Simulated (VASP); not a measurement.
# BaS (Fm-3m) in VASP: settings compared

Aim: see how the results for BaS move with the level of theory and the settings. Levels: PBE, LDA, r2SCAN. Tasks: single point.

Program: VASP 6.6.1. These are calculated values, not measurements. Logs are shortened: lines on timing, memory, paths and dates and some standing lists are left out, and cuts for length are marked.

### Step 1. The cell of the first run

Symmetry: Fm-3m, No. 225, cubic system. The conventional cell has a = 6.424 Å, b = 6.424 Å, c = 6.424 Å, α = 90.00°, β = 90.00°, γ = 90.00°. Within 4.2 Å of Ba (site symmetry m-3m) lie 6 S at 3.21 Å. Within 4.2 Å of S (site symmetry m-3m) lie 6 Ba at 3.21 Å.

### Step 2. Single point, PBE

The input, INCAR:

```
ALGO = Normal
EDIFF = 1E-6
ENCUT = 520
GGA = PE
ISIF = 2
ISMEAR = 0
LASPH = T
LCHARG = F
LREAL = F
LWAVE = F
NBANDS = 15
NELM = 100
PREC = Accurate
SIGMA = 0.01
```

The input, KPOINTS:

```
k-points
0
Gamma
  4 4 4
```

The input, POSCAR:

```
BaS
1.0
    0.0000000000      3.2119099239      3.2119099239
    3.2119099239      0.0000000000      3.2119099239
    3.2119099239      3.2119099239      0.0000000000
Ba S
1 1
Direct
    0.0000000000      0.0000000000      0.0000000000
    0.5000000000      0.5000000000      0.5000000000
```

Potentials or basis: VASP PAW PBE potentials, release 64 (Ba_sv, S).

Launch:

```console
cat potpaw_PBE.64/Ba_sv/POTCAR potpaw_PBE.64/S/POTCAR > POTCAR
mpirun -np 1 vasp_std > vasp.out
```

OUTCAR:

```text
EDIFF = 1E-6
   ENCUT = 520
   GGA = PE
   ISIF = 2
   ISMEAR = 0
   LASPH = T
   LREAL = F
   NELM = 100
   PREC = Accurate

 ion  position               nearest neighbor table
   1  0.000  0.000  0.000-   2 3.21   2 3.21   2 3.21   2 3.21   2 3.21   2 3.21
   2  0.500  0.500  0.500-   1 3.21   1 3.21   1 3.21   1 3.21   1 3.21   1 3.21

  LATTYP: Found a face centered cubic cell.
 ALAT       =     6.4238198478

  Lattice vectors:

 A1 = (   0.0000000000,   3.2119099239,   3.2119099239)
 A2 = (   3.2119099239,   0.0000000000,   3.2119099239)
 A3 = (   3.2119099239,   3.2119099239,   0.0000000000)

Analysis of symmetry for initial positions (statically):
=====================================================================
 Subroutine PRICEL returns:
 Original cell was already a primitive cell.

 Routine SETGRP: Setting up the symmetry group for a
 face centered cubic supercell.

 Subroutine GETGRP returns: Found 48 space group operations
 (whereof 48 operations were pure point group operations)
 out of a pool of 48 trial point group operations.

The static configuration has the point symmetry O_h .

Analysis of symmetry for dynamics (positions and initial velocities):
=====================================================================
 Subroutine PRICEL returns:
 Original cell was already a primitive cell.

 Routine SETGRP: Setting up the symmetry group for a
 face centered cubic supercell.

 Subroutine GETGRP returns: Found 48 space group operations
 (whereof 48 operations were pure point group operations)
 out of a pool of 48 trial point group operations.

The dynamic configuration has the point symmetry O_h .

 Subroutine INISYM returns: Found 48 space group operations
 (whereof 48 operations are pure point group operations),
 and found     1 'primitive' translations

----------------------------------------------------------------------------------------

                                     Primitive cell

  volume of cell :      66.2705

  direct lattice vectors                    reciprocal lattice vectors
     0.000000000  3.211909924  3.211909924    -0.155670617  0.155670617  0.155670617
     3.211909924  0.000000000  3.211909924     0.155670617 -0.155670617  0.155670617
     3.211909924  3.211909924  0.000000000     0.155670617  0.155670617 -0.155670617

  length of vectors
     4.542326576  4.542326576  4.542326576     0.269629418  0.269629418  0.269629418

  position of ions in fractional coordinates (direct lattice)
     0.000000000  0.000000000  0.000000000
     0.500000000  0.500000000  0.500000000

  ion indices of the primitive-cell ions
   primitive index   ion index
                 1           1
                 2           2

----------------------------------------------------------------------------------------

 KPOINTS: k-points

Automatic generation of k-mesh.
 Grid dimensions read from file:
 generate k-points for:    4    4    4

 Generating k-lattice:

  Cartesian coordinates                     Fractional coordinates (reciprocal lattice)
    -0.038917654  0.038917654  0.038917654     0.250000000  0.000000000  0.000000000
     0.038917654 -0.038917654  0.038917654     0.000000000  0.250000000  0.000000000
     0.038917654  0.038917654 -0.038917654     0.000000000  0.000000000  0.250000000

  Length of vectors
     0.067407355  0.067407355  0.067407355

  Shift w.r.t. Gamma in fractional coordinates (k-lattice)
     0.000000000  0.000000000  0.000000000

 Subroutine IBZKPT returns following result:
 ===========================================

 Found      8 irreducible k-points:

 Following reciprocal coordinates:
            Coordinates               Weight
  0.000000  0.000000  0.000000      1.000000
  0.250000  0.000000  0.000000      8.000000
  0.500000  0.000000  0.000000      4.000000
  0.250000  0.250000  0.000000      6.000000
  0.500000  0.250000  0.000000     24.000000
 -0.250000  0.250000  0.000000     12.000000
  0.500000  0.500000  0.000000      3.000000
 -0.250000  0.500000  0.250000      6.000000
   k-points           NKPTS =      8   k-points in BZ     NKDIM =      8   number of bands    NBANDS=     15
   number of dos      NEDOS =    301   number of ions     NIONS =      2
   total plane-waves  NPLWV =  46656
   dimension x,y,z NGX =    36 NGY =   36 NGZ =   36
   dimension x,y,z NGXF=    72 NGYF=   72 NGZF=   72
   ions per type =               1   1
   NGX,Y,Z   is equivalent  to a cutoff of  13.18, 13.18, 13.18 a.u.
   NGXF,Y,Z  is equivalent  to a cutoff of  26.35, 26.35, 26.35 a.u.
 SYSTEM =  unknown system
   PREC   = accura    normal or accurate (medium, high low for compatibility)
   ISTART =      0    job   : 0-new  1-cont  2-samecut
   ICHARG =      2    charge: 1-file 2-atom 10-const
   ISPIN  =      1    spin polarized calculation?
   LNONCOLLINEAR =      F non collinear calculations
   LSORBIT =      F    spin-orbit coupling
   LASPH  =      T    aspherical Exc in radial PAW
   ENCUT  =  520.0 eV  38.22 Ry    6.18 a.u.   8.45  8.45  8.45*2*pi/ulx,y,z
   NELM   =    100;   NELMIN=  2; NELMDL= -5     # of ELM steps
   EDIFF  = 0.1E-05   stopping-criterion for ELM
   LREAL  =      F    real-space projection
   EDIFFG = 0.1E-04   stopping-criterion for IOM
   NSW    =      0    number of steps for IOM
   IBRION =     -1    ionic relax: 0-MD 1-quasi-New 2-CG
   NFREE  =      0    steps in history (QN), initial steepest desc. (CG)
   ISIF   =      2    stress and relaxation
   ISYM   =      2    0-nonsym 1-usesym 2-fastsym
   POTIM  = 0.5000    time-step for ionic-motion
   TEBEG  =    0.0;   TEEND  =   0.0 temperature during run
   PSTRESS=    0.0 pullay stress
   NELECT =      16.0000    total number of electrons
   NUPDOWN=      -1.0000    fix difference up-down
   EMIN   =  10.00;   EMAX   =-10.00  energy-range for DOS
   EFERMI =   0.00;   METHOD = LEGACY
   ISMEAR =     0;   SIGMA  =   0.01  broadening in eV -4-tet -1-fermi 0-gaus
   EFERMI_NEDOS =   21; number of points for ismear=-14 and -15
   IALGO  =     38    algorithm
   IMIX   =      4    mixing-type and parameters
     AMIX     =   0.40;   BMIX     =  1.00
     AMIX_MAG =   1.60;   BMIX_MAG =  1.00
  volume/ion in A,a.u.               =      33.14       223.61
  Fermi-wavevector in a.u.,A,eV,Ry     =   1.019393  1.926373 14.138647  1.039161
  Thomas-Fermi vector in A             =   2.152904
   LORBIT       =      0    0 simple, 1 ext, 2 COOP (PROOUT), +10 PAW based schemes
   GGA     = PE    functional components
   LHFCALC =     F    Hartree Fock is set to
   AEXX    =    0.0000 exact exchange contribution
   IVDW    =     0    specifies the selected vdW correction
   LEPSILON=     F    determine dielectric tensor
   LRPA    =     F    only Hartree local field effects (RPA)
 non-spin polarized calculation
 Gauss-broadening in eV      SIGMA  =   0.01
  energy-cutoff  :      520.00
  volume of cell :       66.27
 maximum number of plane-waves:      1812
 NGX is ok and might be reduce to    36
   NGX = 17   NGY = 17   NGZ = 17

 number of electron      16.0000002 magnetization

 Free energy of the ion-electron system (eV)
  ---------------------------------------------------
  ext. energy  EPLUGINS =         0.00000000
  ---------------------------------------------------
  free energy    TOTEN  =       -10.18734239 eV

  energy without entropy =      -10.18734239  energy(sigma->0) =      -10.18734239

 E-fermi :   1.4372     XC(G=0):  -8.5537

 val. band max:        1.3724497481   @ k =   0.0000   0.0000   0.0000
 cond. band min:       3.5026696584   @ k =   0.5000   0.5000   0.0000
 fundamental gap:      2.1302199103
 Fermi energy:         1.4371718293

 k-point     1 :       0.0000    0.0000    0.0000
  band No.  band energies     occupation
      1     -24.7643      2.00000
      2      -9.8216      2.00000
      3      -9.8216      2.00000
      4      -9.8216      2.00000
      5      -8.9608      2.00000
      6       1.3724      2.00000
      7       1.3724      2.00000
      8       1.3724      2.00000
      9       4.8864      0.00000
     10       5.2326      0.00000
     11       5.2326      0.00000
     12       5.2326      0.00000
     13       6.1407      0.00000
     14       6.1407      0.00000
     15      10.0746      0.00000

 k-point     2 :       0.2500    0.0000    0.0000
  band No.  band energies     occupation
      1     -24.7439      2.00000
      2     -10.4935      2.00000
      3      -9.8401      2.00000
      4      -9.8401      2.00000
      5      -8.2408      2.00000
      6       0.2438      2.00000
      7       0.7653      2.00000
      8       0.7653      2.00000
      9       5.4545      0.00000
     10       6.1005      0.00000
     11       6.1005      0.00000
     12       6.6569      0.00000
     13       7.6930      0.00000
     14       7.6930      0.00000
     15      11.8692      0.00000

 k-point     3 :       0.5000    0.0000    0.0000
  band No.  band energies     occupation
      1     -24.7233      2.00000
      2     -10.8825      2.00000
      3      -9.8583      2.00000
      4      -9.8583      2.00000
      5      -7.7976      2.00000
      6      -0.5287      2.00000
      7       0.3170      2.00000
      8       0.3170      2.00000
      9       6.8525      0.00000
     10       7.0080      0.00000
     11       7.6084      0.00000
     12       7.6084      0.00000
     13      10.1673      0.00000
     14      10.1676      0.00000
     15      10.2900      0.00000
[... 55 lines left out ...]
 k-point     7 :       0.5000    0.5000    0.0000
  band No.  band energies     occupation
      1     -24.7113      2.00000
      2     -10.2755      2.00000
      3     -10.0009      2.00000
      4     -10.0009      2.00000
      5      -8.8665      2.00000
      6       0.8292      2.00000
      7       1.2269      2.00000
      8       1.2269      2.00000
      9       3.5027      0.00000
     10       7.2565      0.00000
     11       7.2912      0.00000
     12       8.7681      0.00000
     13       8.7681      0.00000
     14       8.9097      0.00000
     15       9.8322      0.00000

 k-point     8 :      -0.2500    0.5000    0.2500
  band No.  band energies     occupation
      1     -24.7109      2.00000
      2     -10.3086      2.00000
      3     -10.1408      2.00000
      4     -10.1408      2.00000
      5      -8.3731      2.00000
      6       0.2795      2.00000
      7       0.8712      2.00000
      8       0.8712      2.00000
      9       5.6391      0.00000
     10       5.6391      0.00000
     11       7.5752      0.00000
     12       8.1756      0.00000
     13       8.7907      0.00000
     14      10.7516      0.00000
     15      11.8784      0.00000

------------------------ aborting loop because EDIFF is reached ----------------------------------------

  FORCE on cell =-STRESS in cart. coord.  units (eV):
  Direction    XX          YY          ZZ          XY          YZ          ZX
  --------------------------------------------------------------------------------------
  -------------------------------------------------------------------------------------
  Total        0.2819038      0.2819038      0.2819038     -0.0000000     -0.0000000     -0.0000000
  in kB        6.8154004      6.8154004      6.8154004     -0.0000000     -0.0000000     -0.0000000
  external PRESSURE =       6.8154004 kB  Pullay stress =       0.0000000 kB

 VOLUME and BASIS-vectors are now :
 -----------------------------------------------------------------------------
  energy-cutoff  :      520.00
  volume of cell :       66.27
      direct lattice vectors                 reciprocal lattice vectors
     0.000000000  3.211909924  3.211909924    -0.155670617  0.155670617  0.155670617
     3.211909924  0.000000000  3.211909924     0.155670617 -0.155670617  0.155670617
     3.211909924  3.211909924  0.000000000     0.155670617  0.155670617 -0.155670617

 POSITION                                       TOTAL-FORCE (eV/Angst)
 -----------------------------------------------------------------------------------
      0.00000      0.00000      0.00000         0.000000      0.000000      0.000000
      3.21191      3.21191      3.21191        -0.000000     -0.000000     -0.000000
 -----------------------------------------------------------------------------------
    total drift:                                0.000000      0.000000      0.000000

  FREE ENERGIE OF THE ION-ELECTRON SYSTEM (eV)
  ---------------------------------------------------
  free  energy   TOTEN  =       -10.1873423851 eV

  energy  without entropy=      -10.1873423851  energy(sigma->0) =      -10.18734239
```

Wall time 6.3 s (1 thread of Intel Xeon Platinum 8488C (Sapphire Rapids), shared host); peak memory 0.19 GiB.

Results:

- Free energy: -10.1873 eV
- Pressure: 0.7 GPa
- Band gap on the k mesh: 2.13 eV (least direct gap 2.28 eV)

Caveat: the k points lie up to 0.42 Å⁻¹ apart; spin-orbit coupling is left out, which moves the levels of the heavy elements. As with any semilocal functional, this PBE gap is likely too small.

### Step 3. Single point, LDA

The input, INCAR:

```
ALGO     = Normal         # electronic algorithm
EDIFF    = 1E-6           # SCF threshold, eV
ENCUT    = 520            # plane-wave cutoff, eV
GGA      = CA             # functional
ISIF     = 2              # what is computed and relaxed
ISMEAR   = 0              # smearing method
LASPH    = T              # aspherical terms in the spheres
LCHARG   = F              # write CHGCAR
LREAL    = F              # projectors in reciprocal space
LWAVE    = F              # write WAVECAR
NBANDS   = 15             # bands
NELM     = 100            # most SCF steps
PREC     = Accurate       # precision mode
SIGMA    = 0.01           # smearing width, eV
```

KPOINTS is that of step 2.

POSCAR is that of step 2.

Potentials or basis: VASP PAW LDA potentials, release 64 (Ba_sv, S).

Launch:

```console
cat potpaw_LDA.64/Ba_sv/POTCAR potpaw_LDA.64/S/POTCAR > POTCAR
mpirun -np 1 vasp_std > vasp.out
```

OUTCAR:

```text
EDIFF = 1E-6
   ENCUT = 520
   GGA = CA
   ISIF = 2
   ISMEAR = 0
   LASPH = T
   LREAL = F
   NELM = 100
   PREC = Accurate

 ion  position               nearest neighbor table
   1  0.000  0.000  0.000-   2 3.21   2 3.21   2 3.21   2 3.21   2 3.21   2 3.21
   2  0.500  0.500  0.500-   1 3.21   1 3.21   1 3.21   1 3.21   1 3.21   1 3.21

  LATTYP: Found a face centered cubic cell.
 ALAT       =     6.4238198478

  Lattice vectors:

[... 312 lines left out ...]

------------------------ aborting loop because EDIFF is reached ----------------------------------------

  FORCE on cell =-STRESS in cart. coord.  units (eV):
  Direction    XX          YY          ZZ          XY          YZ          ZX
  --------------------------------------------------------------------------------------
  -------------------------------------------------------------------------------------
  Total       -1.0265121     -1.0265121     -1.0265121      0.0000000      0.0000000      0.0000000
  in kB      -24.8173026    -24.8173026    -24.8173026      0.0000000      0.0000000      0.0000000
  external PRESSURE =     -24.8173026 kB  Pullay stress =       0.0000000 kB

 VOLUME and BASIS-vectors are now :
 -----------------------------------------------------------------------------
  energy-cutoff  :      520.00
  volume of cell :       66.27
      direct lattice vectors                 reciprocal lattice vectors
     0.000000000  3.211909924  3.211909924    -0.155670617  0.155670617  0.155670617
     3.211909924  0.000000000  3.211909924     0.155670617 -0.155670617  0.155670617
     3.211909924  3.211909924  0.000000000     0.155670617  0.155670617 -0.155670617

 POSITION                                       TOTAL-FORCE (eV/Angst)
 -----------------------------------------------------------------------------------
      0.00000      0.00000      0.00000        -0.000000      0.000000      0.000000
      3.21191      3.21191      3.21191         0.000000      0.000000     -0.000000
 -----------------------------------------------------------------------------------
    total drift:                                0.000000      0.000000      0.000000

  FREE ENERGIE OF THE ION-ELECTRON SYSTEM (eV)
  ---------------------------------------------------
  free  energy   TOTEN  =       -11.1388116104 eV

  energy  without entropy=      -11.1388116104  energy(sigma->0) =      -11.13881161
```

stdout:

```text
POSCAR found type information on POSCAR BaS
 POSCAR found :  2 types and       2 ions
 scaLAPACK will be used
 LDA part: xc-table for (Slater(with rela. corr.)+CA(PZ))
 , standard interpolation
 POSCAR, INCAR and KPOINTS ok, starting setup
 FFT: planning ... GRIDC
 FFT: planning ... GRID_SOFT
 FFT: planning ... GRID
 WAVECAR not read
 entering main loop
```

It took 4.5 s on 1 thread of Intel Xeon Platinum 8488C (Sapphire Rapids), shared host; peak memory 0.16 GiB.

What came out:

```
Free energy            : -11.1388 eV
Pressure               : -2.5 GPa
Band gap on the k mesh : 1.92 eV (least direct gap 2.07 eV)
```

Caveat: the k points lie up to 0.42 Å⁻¹ apart; spin-orbit coupling is left out, which moves the levels of the heavy elements. A k mesh can miss the band edges.

(Part 1 of 2 ends here.)
